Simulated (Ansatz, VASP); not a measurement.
## TiN in VASP and in Ansatz

```xyz
2
Lattice="0.0000 2.0863 2.0863 2.0863 0.0000 2.0863 2.0863 2.0863 0.0000" Properties=species:S:1:pos:R:3 pbc="T T T"
Ti    0.0000    0.0000    0.0000
N     2.0863    2.0863    2.0863
```

Alike in both runs: functional LDA; k mesh 8 × 8 × 8; occupations gaussian, width 0.1 eV; no spin polarisation.

Ansatz relaxed the structure, and its values are those at the end. VASP's run is a single point on that final structure, the one shown.

|  | VASP | Ansatz |
| --- | --- | --- |
| version | VASP 6.6.1 | Ansatz 0.2.0 |
| potentials or method | VASP PAW LDA potentials, release 64 (Ti_sv, N_h), cutoff 1330 eV | scalar-relativistic, plane waves, PAW |
| valence electrons in the cell | 17 | 17 |

|  | VASP | Ansatz | Ansatz less VASP |
| --- | --- | --- | --- |
| gap on the k mesh at the Fermi level (eV) | none | none | - |
| pressure (GPa) | 0.9 | -0.1 | -1.01 |

LDA's correlation is that of Perdew and Zunger in VASP and of Perdew and Wang (1992) in Ansatz. A gap of «none» marks a metal or a gap that the smearing closes.
